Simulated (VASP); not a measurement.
Runs of VASP 6.6.1 on Nb. The structure is that of space group Fm-3m (No. 225), or close to it. The cells are those of the table. 

```csv
task,level,cell,gap on the mesh (eV),pressure (GPa)
single point,PBE,"a = 3.021, b = 3.021, c = 2.991 Å, angles 60.3, 60.3, 59.3°, 1 atom",none,(b)
electric field gradients,PBE,"a = 2.991, b = 2.991, c = 2.976 Å, angles 60.2, 60.2, 60.3°, 1 atom",none,-1.4
electric field gradients,PBE,"a = 2.940 Å, angles 60.0°, 1 atom",none,7.6
electric field gradients,PBE,"a = 3.006 Å, angles 59.3°, 1 atom",none,-1.4
single point,PBEsol,"a = 2.991 Å, angles 60.0°, 1 atom",none,-6.9
single point,PBE,"a = 3.040 Å, angles 60.0°, 1 atom",none,(a)
electric field gradients,PBE,"a = 2.981 Å, angles 60.0°, 1 atom",none,0.2
single point,PBE,"a = 2.930 Å, angles 60.0°, 1 atom",none,9.7
```

Alike in all rows: potentials or basis VASP PAW PBE potentials, release 64 (Nb_sv); no spin polarisation; k mesh 13 × 13 × 13; cutoff (eV) 520; smearing fermi-dirac 0.08 eV.

Problem. Fill in the values left out.

Solution. (a) -8.5; (b) -4.5.

Caveats: the PAW data sets were made with another functional, which shifts forces and pressure a little (some runs).

A k mesh can miss the band edges, and the runs leave out spin-orbit coupling on Nb.

A gap of «none» marks levels without a gap at the run's occupations.
